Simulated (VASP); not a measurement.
Wanted: the native input for a VASP 6.6.1 run.

```
Task                   : single point
Functional             : LDA
Potentials or basis    : VASP PAW LDA potentials, release 64 (Ni_sv_GW, O)
Cutoff                 : 700 eV
k mesh                 : 8 × 8 × 8
Occupations            : gaussian, width 0.05 eV
Spin                   : collinear spin, ferromagnetic start
Starting moments       : [1.85, 0.26] μB
Hubbard terms          : Ni d U = 6.0 eV, J = 0.9 eV
Dipole correction      : no
LDAUTYPE               : 1
Hund's J               : 0.9
Further INCAR settings : ALGO = Normal; EDIFF = 1e-06; NBANDS = 23
```

The structure of NiO lies in POSCAR:

```
NiO
1.0
    0.0000000000      2.0913095100      2.0913095100
    2.0913095100      0.0000000000      2.0913095100
    2.0913095100      2.0913095100      0.0000000000
Ni O
1 1
Direct
    0.0000000000      0.0000000000      0.0000000000
    0.5000000000      0.5000000000      0.5000000000
```

These files were run (other wordings do the same):

INCAR

```
PREC = Accurate ; ENCUT = 700
EDIFF = 1E-6 ; ISMEAR = 0
SIGMA = 0.05 ; LREAL = F
LASPH = T ; NELM = 200
ALGO = Normal ; ISIF = 2
LWAVE = F ; LCHARG = F
ISPIN = 2 ; MAGMOM = 1.85 0.26
LORBIT = 11 ; LMAXMIX = 4
LDAU = T ; LDAUTYPE = 1
LDAUL = 2 -1 ; LDAUU = 6 0
LDAUJ = 0.9 0 ; LDAUPRINT = 1
NBANDS = 23 ; GGA_COMPAT = F
```

KPOINTS

```
Automatic mesh
0
Gamma
  8 8 8
```

Potentials or basis: VASP PAW LDA potentials, release 64 (Ni_sv_GW, O).

Launch:

```bash
$ cat potpaw_LDA.64/Ni_sv_GW/POTCAR potpaw_LDA.64/O/POTCAR > POTCAR
$ mpirun -np 1 vasp_std > vasp.out
```

Results of the run:

```
Pressure                                              : -9.0 GPa
Band gap on the k mesh                                : 1.80 eV (least direct gap 2.76 eV)
Net moment                                            : 2.00 μB per cell
Site moments                                          : Ni +1.74; O +0.21 μB
Valence electrons inside the program's atomic spheres : Ni 16.13; O 5.00
```

Caveat: the cell stands under tension; a cell with one magnetic atom can't hold antiferromagnetic order, which such compounds often take.

It took 62 s on 1 thread of Intel(R) Xeon(R) Platinum 8259CL CPU @ 2.50GHz (Skylake/Cascade Lake) (shared host), peak memory 0.18 GiB.
